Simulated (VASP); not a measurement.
## SrO: single point with PBE

The system is SrO.

```
Sr O
1.0
     1.76554   -6.08274    0.00000
     1.76554    6.08274    0.00000
     0.00000    0.00000    3.64240
Sr O
2 2
Direct
  0.85567 0.14433 0.75000
  0.14433 0.85567 0.25000
  0.65212 0.34788 0.75000
  0.34788 0.65212 0.25000
```

| Quantity | Value |
| --- | --- |
| Program | VASP 6.6.1 |
| Task | single point |
| Functional | PBE |
| Potentials or basis | VASP PAW PBE potentials, release 64 (Sr_sv, O) |
| Cutoff | 520 eV |
| k mesh | 6 × 6 × 4 |
| Occupations | gaussian, width 0.1 eV |
| Spin | no spin polarisation |

The pressure is 0.6 GPa, the largest force is 0.047 eV/Å and the band gap on the k mesh is 2.23 eV, indirect (least direct gap 2.26 eV).

Forces in eV/Å, atoms in the order of the input:
```
Sr   0.000 -0.047  0.000
Sr   0.000  0.047  0.000
O    0.000  0.028  0.000
O    0.000 -0.028  0.000
```

Stress tensor (GPa, compression positive):
```
0.64 0.00 0.00
0.00 0.50 0.00
0.00 0.00 0.60
```

Levels at points of the mesh, in eV from the valence-band top:
| k point | band 13 | band 14 | band 15 | band 16 | band 17 | band 18 | band 19 | band 20 |
| --- | --- | --- | --- | --- | --- | --- | --- | --- |
| (0.00, 0.00, 0.00) | -0.22 | -0.14 | -0.04 | -0.02 | 2.23 | 3.64 | 4.99 | 6.24 |
| (0.50, 0.00, 0.00) | -1.28 | -1.23 | -1.18 | -0.66 | 4.57 | 5.34 | 6.74 | 7.45 |
| (0.50, 0.50, 0.00) | -0.19 | -0.14 | -0.08 | 0.00 | 3.60 | 4.13 | 5.02 | 5.61 |
| (0.00, 0.00, 0.50) | -1.08 | -1.08 | -0.90 | -0.90 | 4.38 | 4.38 | 6.83 | 6.83 |
| (0.50, 0.00, 0.50) | -0.54 | -0.54 | -0.17 | -0.17 | 4.10 | 4.10 | 5.68 | 5.68 |
| (0.50, 0.50, 0.50) | -1.07 | -1.07 | -1.03 | -1.03 | 5.28 | 5.28 | 7.36 | 7.36 |

Wall time 38 s on 1 thread of Intel(R) Xeon(R) 6975P-C (Granite Rapids), on a shared host, peak memory 0.27 GiB.

Caveat: the k points lie up to 0.43 Å⁻¹ apart. PBE gaps usually lie below the measured ones, often by a third to a half.
